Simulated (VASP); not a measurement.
# C (P6_3/mmc) in VASP: settings compared

The runs below take C through single point, with r2SCAN, PBE+D3(BJ).

All numbers are computed with VASP 6.6.1; they aren't measurements. Logs are shortened: lines on timing, memory, paths and dates and some standing lists are left out, and cuts for length are marked.

**1. The cell of the first run**

Symmetry: P6_3/mmc, No. 194, hexagonal system. The conventional cell has a = 2.465 Å, b = 2.465 Å, c = 6.741 Å, α = 90.00°, β = 90.00°, γ = 120.00°. C (site symmetry -6m2) has 3 C at 1.42 Å within 1.9 Å. C (site symmetry -6m2) has 3 C at 1.42 Å within 1.9 Å.

**2. Single point, r2SCAN**

Contents of POSCAR:

```
C
1.0
    2.4649634469      0.0000000000      0.0000000000
   -1.2324817235      2.1347209644      0.0000000000
    0.0000000000      0.0000000000      6.7405387673
C
4
Direct
    0.0000000000      0.0000000000      0.0025000114
    0.0000000000      0.0000000000      0.5025000114
    0.3333333333      0.6666666667      0.0024999886
    0.6666666667      0.3333333333      0.5024999886
```

Contents of INCAR.step1:

```
SYSTEM = C
ALGO     = Normal         ! electronic algorithm
EDIFF    = 1E-4           ! SCF threshold, eV
ENCUT    = 520            ! plane-wave cutoff, eV
GGA      = PE             ! functional
ISMEAR   = 0              ! smearing method
LASPH    = .TRUE.         ! aspherical terms in the spheres
LCHARG   = .FALSE.        ! write CHGCAR
LREAL    = .FALSE.        ! projectors in reciprocal space
LWAVE    = .TRUE.         ! write WAVECAR
NBANDS   = 16             ! bands
NELM     = 100            ! most SCF steps
PREC     = Accurate       ! precision mode
SIGMA    = 0.1            ! smearing width, eV
```

Contents of INCAR.step2:

```
SYSTEM = C
ALGO     = Normal         ! electronic algorithm
EDIFF    = 1E-6           ! SCF threshold, eV
ENCUT    = 520            ! plane-wave cutoff, eV
ISIF     = 2              ! what is computed and relaxed
ISMEAR   = 0              ! smearing method
ISTART   = 1            
LASPH    = .TRUE.         ! aspherical terms in the spheres
LCHARG   = .FALSE.        ! write CHGCAR
LMIXTAU  = .TRUE.       
LREAL    = .FALSE.        ! projectors in reciprocal space
LWAVE    = .FALSE.        ! write WAVECAR
METAGGA  = R2SCAN         ! meta-GGA
NBANDS   = 16             ! bands
NELM     = 100            ! most SCF steps
PREC     = Accurate       ! precision mode
SIGMA    = 0.1            ! smearing width, eV
```

Contents of KPOINTS:

```
k-points
0
G
  21 21 6
  0 0 0
```

Potentials or basis: VASP PAW PBE potentials, release 64 (C).

Run with:

```
> cat potpaw_PBE.64/C/POTCAR > POTCAR
> cp INCAR.step1 INCAR
> mpirun -np 1 vasp_std > vasp.out
> cp INCAR.step2 INCAR
> mpirun -np 1 vasp_std > vasp.out
```

OUTCAR:

```text
SYSTEM = C
   EDIFF = 1E-6
   ENCUT = 520
   ISIF = 2
   ISMEAR = 0
   ISTART = 1
   LASPH = .TRUE.
   LREAL = .FALSE.
   METAGGA = R2SCAN
   NELM = 100
   PREC = Accurate

 ion  position               nearest neighbor table
   1  0.000  0.000  0.003-   3 1.42   3 1.42   3 1.42
   2  0.000  0.000  0.503-   4 1.42   4 1.42   4 1.42
   3  0.333  0.667  0.002-   1 1.42   1 1.42   1 1.42
   4  0.667  0.333  0.502-   2 1.42   2 1.42   2 1.42

  LATTYP: Found a hexagonal cell.
 ALAT       =     2.4649634469
 C/A-ratio  =     2.7345390358

  Lattice vectors:

 A1 = (   2.4649634469,   0.0000000000,   0.0000000000)
 A2 = (  -1.2324817235,   2.1347209644,   0.0000000000)
 A3 = (   0.0000000000,   0.0000000000,   6.7405387673)

Analysis of symmetry for initial positions (statically):
=====================================================================
 Subroutine PRICEL returns:
 Original cell was already a primitive cell.

 Routine SETGRP: Setting up the symmetry group for a
 hexagonal supercell.

 Subroutine GETGRP returns: Found 24 space group operations
 (whereof  6 operations were pure point group operations)
 out of a pool of 24 trial point group operations.

The static configuration has the point symmetry C_3v.
 The point group associated with its full space group is D_6h.

Analysis of symmetry for dynamics (positions and initial velocities):
=====================================================================
 Subroutine PRICEL returns:
 Original cell was already a primitive cell.

 Routine SETGRP: Setting up the symmetry group for a
 hexagonal supercell.

 Subroutine GETGRP returns: Found 24 space group operations
 (whereof  6 operations were pure point group operations)
 out of a pool of 24 trial point group operations.

The dynamic configuration has the point symmetry C_3v.
 The point group associated with its full space group is D_6h.

 Subroutine INISYM returns: Found 24 space group operations
 (whereof  6 operations are pure point group operations),
 and found     1 'primitive' translations

----------------------------------------------------------------------------------------

                                     Primitive cell

  volume of cell :      35.4688

  direct lattice vectors                    reciprocal lattice vectors
     2.464963447  0.000000000  0.000000000     0.405685529  0.234222649  0.000000000
    -1.232481724  2.134720964  0.000000000     0.000000000  0.468445299  0.000000000
     0.000000000  0.000000000  6.740538767     0.000000000  0.000000000  0.148356094

  length of vectors
     2.464963447  2.464963447  6.740538767     0.468445299  0.468445299  0.148356094

  position of ions in fractional coordinates (direct lattice)
     0.000000000  0.000000000  0.002500011
     0.000000000  0.000000000  0.502500011
     0.333333333  0.666666667  0.002499989
     0.666666667  0.333333333  0.502499989

  ion indices of the primitive-cell ions
   primitive index   ion index
                 1           1
                 2           2
                 3           3
                 4           4

----------------------------------------------------------------------------------------

 KPOINTS: k-points

Automatic generation of k-mesh.
 Grid dimensions read from file:
 generate k-points for:   21   21    6

 Generating k-lattice:

  Cartesian coordinates                     Fractional coordinates (reciprocal lattice)
     0.019318359  0.011153459  0.000000000     0.047619048  0.000000000  0.000000000
     0.000000000  0.022306919  0.000000000     0.000000000  0.047619048  0.000000000
     0.000000000  0.000000000  0.024726016     0.000000000  0.000000000  0.166666667

  Length of vectors
     0.022306919  0.022306919  0.024726016

  Shift w.r.t. Gamma in fractional coordinates (k-lattice)
     0.000000000  0.000000000  0.000000000

 Subroutine IBZKPT returns following result:
 ===========================================

 Found    192 irreducible k-points:

 Following reciprocal coordinates:
            Coordinates               Weight
  0.000000  0.000000  0.000000      1.000000
  0.047619  0.000000  0.000000      6.000000
  0.095238  0.000000  0.000000      6.000000
  0.142857  0.000000  0.000000      6.000000
  0.190476  0.000000  0.000000      6.000000
  0.238095  0.000000  0.000000      6.000000
[... 16 lines left out ...]
  0.142857  0.095238  0.000000     12.000000
  0.190476  0.095238  0.000000     12.000000
 [... further k-points ...]
   k-points           NKPTS =    192   k-points in BZ     NKDIM =    192   number of bands    NBANDS=     16
   number of dos      NEDOS =    301   number of ions     NIONS =      4
   total plane-waves  NPLWV =  16200
   dimension x,y,z NGX =    18 NGY =   18 NGZ =   50
   dimension x,y,z NGXF=    36 NGYF=   36 NGZF=  100
   ions per type =               4
   NGX,Y,Z   is equivalent  to a cutoff of  12.14, 12.14, 12.33 a.u.
   NGXF,Y,Z  is equivalent  to a cutoff of  24.28, 24.28, 24.66 a.u.
[... 66 lines left out ...]
  band No.  band energies     occupation
      1     -16.2962      2.00000
      2     -16.0081      2.00000
      3      -4.3667      2.00000
      4      -2.3887      2.00000
      5       1.3759      2.00000
      6       1.3759      2.00000
[... 8 lines left out ...]
     15      16.8562      0.00000
     16      17.0814      0.00000

 k-point     2 :       0.0476    0.0000    0.0000
  band No.  band energies     occupation
      1     -16.2391      2.00000
      2     -15.9519      2.00000
      3      -4.2977      2.00000
      4      -2.3236      2.00000
      5       1.1352      2.00000
      6       1.1596      2.00000
[... 8 lines left out ...]
     15      16.6407      0.00000
     16      16.8788      0.00000

 k-point     3 :       0.0952    0.0000    0.0000
  band No.  band energies     occupation
      1     -16.0680      2.00000
      2     -15.7835      2.00000
      3      -4.0913      2.00000
      4      -2.1290      2.00000
      5       0.4628      2.00000
      6       0.5007      2.00000
[... 8 lines left out ...]
     15      16.0400      0.00000
     16      16.3019      0.00000

 k-point     4 :       0.1429    0.0000    0.0000
  band No.  band energies     occupation
      1     -15.7835      2.00000
      2     -15.5035      2.00000
      3      -3.7487      2.00000
      4      -1.8071      2.00000
      5      -0.5292      2.00000
      6      -0.4740      2.00000
[... 8 lines left out ...]
     15      15.3969      0.00000
     16      16.1328      0.00000

 k-point     5 :       0.1905    0.0000    0.0000
  band No.  band energies     occupation
      1     -15.3868      2.00000
      2     -15.1130      2.00000
      3      -3.2728      2.00000
      4      -1.7241      2.00000
      5      -1.6498      2.00000
      6      -1.3619      2.00000
[... 8 lines left out ...]
     15      16.6440      0.00000
     16      16.6936      0.00000

 k-point     6 :       0.2381    0.0000    0.0000
  band No.  band energies     occupation
      1     -14.8795      2.00000
      2     -14.6139      2.00000
      3      -3.0290      2.00000
      4      -2.9352      2.00000
      5      -2.6677      2.00000
      6      -0.8007      2.00000
[... 8 lines left out ...]
     15      18.2199      0.00000
     16      18.2670      0.00000
[... 267 lines left out ...]
 k-point    21 :       0.4762    0.0476    0.0000
  band No.  band energies     occupation
      1     -10.6988      2.00000
      2     -10.5897      2.00000
      3      -9.4128      2.00000
      4      -9.3311      2.00000
      5      -2.4129      2.00000
      6      -2.3528      2.00000
[... 8 lines left out ...]
     15      19.3766      0.00000
     16      20.2269      0.00000

 k-point    22 :       0.0952    0.0952    0.0000
  band No.  band energies     occupation
      1     -15.6133      2.00000
      2     -15.3360      2.00000
      3      -3.5441      2.00000
      4      -1.6152      2.00000
      5      -0.8926      2.00000
      6      -0.8567      2.00000
[... 8 lines left out ...]
     15      15.2649      0.00000
     16      16.2445      0.00000

 k-point    23 :       0.1429    0.0952    0.0000
  band No.  band energies     occupation
      1     -15.2174      2.00000
      2     -14.9464      2.00000
      3      -3.0697      2.00000
      4      -1.9077      2.00000
      5      -1.8542      2.00000
      6      -1.1724      2.00000
[... 8 lines left out ...]
     15      16.0684      0.00000
     16      16.5544      0.00000

 k-point    24 :       0.1905    0.0952    0.0000
  band No.  band energies     occupation
      1     -14.7113      2.00000
      2     -14.4482      2.00000
      3      -3.0884      2.00000
      4      -3.0089      2.00000
      5      -2.4667      2.00000
      6      -1.2658      2.00000
[... 8 lines left out ...]
     15      16.9989      0.00000
     16      17.2307      0.00000

 [... further k-points ...]

------------------------ aborting loop because EDIFF is reached ----------------------------------------

  FORCE on cell =-STRESS in cart. coord.  units (eV):
  Direction    XX          YY          ZZ          XY          YZ          ZX
  --------------------------------------------------------------------------------------
  -------------------------------------------------------------------------------------
  Total       -0.8321753     -0.8321753      0.2791414      0.0000000     -0.0000000      0.0000000
  in kB      -37.5905923    -37.5905923     12.6092310      0.0000000     -0.0000000      0.0000000
  external PRESSURE =     -20.8573179 kB  Pullay stress =       0.0000000 kB

 VOLUME and BASIS-vectors are now :
 -----------------------------------------------------------------------------
  energy-cutoff  :      520.00
  volume of cell :       35.47
      direct lattice vectors                 reciprocal lattice vectors
     2.464963447  0.000000000  0.000000000     0.405685529  0.234222649  0.000000000
    -1.232481724  2.134720964  0.000000000     0.000000000  0.468445299  0.000000000
     0.000000000  0.000000000  6.740538767     0.000000000  0.000000000  0.148356094

 POSITION                                       TOTAL-FORCE (eV/Angst)
 -----------------------------------------------------------------------------------
      0.00000      0.00000      0.01685        -0.000000      0.000000      0.000000
      0.00000      0.00000      3.38712         0.000000     -0.000000      0.000000
     -0.00000      1.42315      0.01685         0.000000     -0.000000      0.000000
      1.23248      0.71157      3.38712        -0.000000      0.000000     -0.000000
 -----------------------------------------------------------------------------------
    total drift:                               -0.000000     -0.000000      0.000162

  FREE ENERGIE OF THE ION-ELECTRON SYSTEM (eV)
  ---------------------------------------------------
  free  energy   TOTEN  =       -39.7437371635 eV

  energy  without entropy=      -39.7431478133  energy(sigma->0) =      -39.74344249
```

Wall time 2.2 min (1 thread of Intel Xeon 6975P-C (Granite Rapids), shared host); peak memory 0.19 GiB.

Results:

| Quantity | Value |
| --- | --- |
| Free energy | -39.7437 eV |
| Pressure | -2.1 GPa |
| Band gap on the k mesh | zero (bands 8 and 9 overlap by 0.03 eV) |

Caveat: the PAW data sets were made with another functional, which shifts forces and pressure a little.

**3. Single point, PBE+D3(BJ) (7.80 Å³/atom)**

This run uses another cell than the first one, of 7.80 Å³/atom.

Contents of INCAR:

```
SYSTEM = C
PREC = Accurate ; ENCUT = 520
EDIFF = 1E-7 ; ISMEAR = 0
SIGMA = 0.1 ; LREAL = .False.
LASPH = .True. ; NELM = 100
ALGO = Normal ; ISIF = 2
LWAVE = .False. ; LCHARG = .False.
GGA = PE ; IVDW = 12
NBANDS = 16
```

Contents of KPOINTS:

```
Automatic mesh
0
Gamma
  18 18 6
  0 0 0
```

Contents of POSCAR:

```
C
1.0
    2.4515296580      0.0000000000      0.0000000000
   -1.2257648290      2.1230869620      0.0000000000
    0.0000000000      0.0000000000      5.9950658200
C
4
Direct
    0.0000000000      0.0000000000      0.0025000000
    0.0000000000      0.0000000000      0.5025000000
    0.3333333333      0.6666666667      0.0025000000
    0.6666666667      0.3333333333      0.5025000000
```

Potentials or basis: VASP PAW PBE potentials, release 64 (C).

Run with:

```
> cat potpaw_PBE.64/C/POTCAR > POTCAR
> mpirun -np 1 vasp_std > vasp.out
```

Wall time 94 s (1 thread of Intel Xeon 8259CL, shared host); peak memory 0.18 GiB.

The run converged. Its results:

```
Free energy                : -37.3829 eV
Pressure                   : 8.4 GPa
Band gap on the k mesh     : zero (bands 8 and 9 overlap by 0.08 eV)
Dispersion energy per atom : -0.178 eV
```

Stress tensor (GPa, compression positive):
```
8.73 0.00 0.00
0.00 8.73 0.00
0.00 0.00 7.82
```

Levels at points of the mesh, in eV from the Fermi level:
```tsv
k point	band 5	band 6	band 7	band 8	band 9	band 10	band 11	band 12
(0.00, 0.00, 0.00)	-2.96	-2.96	-2.91	-2.91	5.48	8.45	8.45	8.58
(0.50, 0.00, 0.00)	-6.45	-6.30	-3.15	-2.00	1.72	2.63	7.19	8.04
(0.00, 0.00, 0.50)	-2.94	-2.94	-2.94	-2.94	8.51	8.51	8.51	8.51
(0.50, 0.00, 0.50)	-6.37	-6.37	-2.35	-2.35	1.68	1.68	7.60	7.60
```

Caveat: the cell stands under pressure.

**4. Single point, PBE+D3(BJ) (8.07 Å³/atom)**

This run uses another cell than the first one, of 8.07 Å³/atom.

Contents of INCAR:

```
ALGO = Normal
EDIFF = 1E-7
ENCUT = 520
GGA = PE
ISIF = 2
ISMEAR = 0
IVDW = 12
LASPH = True
LCHARG = False
LREAL = False
LWAVE = False
NBANDS = 16
NELM = 80
PREC = Accurate
SIGMA = 0.1
```

Contents of KPOINTS:

```
k-points
0
Gamma
  18 18 6
```

Contents of POSCAR:

```
C
1.0
    2.4561584768      0.0000000000      0.0000000000
   -1.2280792384      2.1270956367      0.0000000000
    0.0000000000      0.0000000000      6.1760984314
C
4
Direct
    0.0000000000      0.0000000000      0.0025000000
    0.0000000000      0.0000000000      0.5025000000
    0.3333333333      0.6666666667      0.0025000000
    0.6666666667      0.3333333333      0.5025000000
```

Run with:

```
> cat potpaw_PBE.64/C/POTCAR > POTCAR
> mpirun -np 1 vasp_std > vasp.out
```

Run time: 1.7 min. Hardware: 1 thread of Intel Xeon 8259CL, shared host; peak memory 0.19 GiB.

Results (log left out):

```yaml
Free_energy: -37.4260 eV
Pressure: 5.4 GPa
Band_gap_on_the_k_mesh: zero (bands 8 and 9 overlap by 0.06 eV)
Dispersion_energy_per_atom: -0.172 eV
```

Stress tensor (GPa, compression positive):
```
5.72 0.00 0.00
0.00 5.72 0.00
0.00 0.00 4.87
```

Levels at points of the mesh, in eV from the Fermi level:
```csv
k point,band 4,band 5,band 6,band 7,band 8,band 9,band 10,band 11,band 12,band 13
"(0.00, 0.00, 0.00)",-6.03,-2.98,-2.98,-2.94,-2.94,5.11,8.41,8.41,8.51,8.51
"(0.50, 0.00, 0.00)",-13.14,-6.43,-6.32,-3.03,-2.01,1.63,2.49,7.19,7.90,11.84
"(0.00, 0.00, 0.50)",-7.66,-2.96,-2.96,-2.96,-2.96,8.46,8.46,8.46,8.46,8.47
"(0.50, 0.00, 0.50)",-13.25,-6.38,-6.38,-2.35,-2.35,1.67,1.67,7.53,7.53,13.24
```

Caveat: the cell stands under pressure.

**5. Single point, PBE+D3(BJ) (8.33 Å³/atom)**

This run uses another cell than the first one, of 8.33 Å³/atom.

Contents of INCAR:

```
SYSTEM = C
PREC = Accurate
ENCUT = 520
EDIFF = 1E-6
ISMEAR = 0
SIGMA = 0.1
LREAL = .False.
LASPH = .True.
NELM = 100
ALGO = Normal
ISIF = 2
LWAVE = .False.
LCHARG = .True.
GGA = PE
IVDW = 12
LELF = .True.
LVHAR = .True.
NBANDS = 16
```

Contents of KPOINTS:

```
regular mesh
0
Gamma
  18 18 6
  0 0 0
```

Contents of POSCAR:

```
C
1.0
    2.4598709464      0.0000000000      0.0000000000
   -1.2299354732      2.1303107296      0.0000000000
    0.0000000000      0.0000000000      6.3604639304
C
4
Direct
    0.0000000000      0.0000000000      0.0025000000
    0.0000000000      0.0000000000      0.5025000000
    0.3333333333      0.6666666667      0.0025000000
    0.6666666667      0.3333333333      0.5025000000
```

Run with:

```
> cat potpaw_PBE.64/C/POTCAR > POTCAR
> mpirun -np 1 vasp_std > vasp.out
```

It took 92 s on 1 thread of Intel Xeon 8259CL, shared host; peak memory 0.19 GiB.

The run converged. Its results:

- Free energy: -37.4520 eV
- Pressure: 3.2 GPa
- Band gap on the k mesh: zero (bands 8 and 9 overlap by 0.05 eV)
- Dispersion energy per atom: -0.167 eV

Stress tensor (GPa, compression positive):
```
3.48 0.00 0.00
0.00 3.48 0.00
0.00 0.00 2.65
```

Levels at points of the mesh, in eV from the Fermi level:
```
           k point  band 6  band 7  band 8  band 9  band 10  band 11
(0.00, 0.00, 0.00)   -2.99   -2.96   -2.96    4.78     8.37     8.37
(0.50, 0.00, 0.00)   -6.33   -2.92   -2.03    1.57     2.37     7.20
(0.00, 0.00, 0.50)   -2.98   -2.98   -2.98    7.87     7.87     8.41
(0.50, 0.00, 0.50)   -6.38   -2.35   -2.35    1.66     1.66     7.48
```

Caveat: the cell stands under pressure.

**6. The runs side by side**

| level | cell | k mesh | gap on the mesh (eV) | pressure (GPa) |
| --- | --- | --- | --- | --- |
| r2SCAN | a = 2.465, b = 2.465, c = 6.741 Å, angles 90.0, 90.0, 120.0°, 4 atoms | 21 × 21 × 6 | none | -2.1 |
| PBE+D3(BJ) | a = 2.452, b = 2.452, c = 5.995 Å, angles 90.0, 90.0, 120.0°, 4 atoms | 18 × 18 × 6 | none | 8.4 |
| PBE+D3(BJ) | a = 2.456, b = 2.456, c = 6.176 Å, angles 90.0, 90.0, 120.0°, 4 atoms | 18 × 18 × 6 | none | 5.4 |
| PBE+D3(BJ) | a = 2.460, b = 2.460, c = 6.360 Å, angles 90.0, 90.0, 120.0°, 4 atoms | 18 × 18 × 6 | none | 3.2 |

Alike in all rows: task single point; potentials or basis VASP PAW PBE potentials, release 64 (C); no spin polarisation; cutoff (eV) 520; smearing gaussian 0.1 eV.

Caveats: the cell stands under pressure (at least some runs); the PAW data sets were made with another functional, which shifts forces and pressure a little (at least some runs).

Total energies depend on the potentials used, so only differences within one code and one set of settings carry meaning.
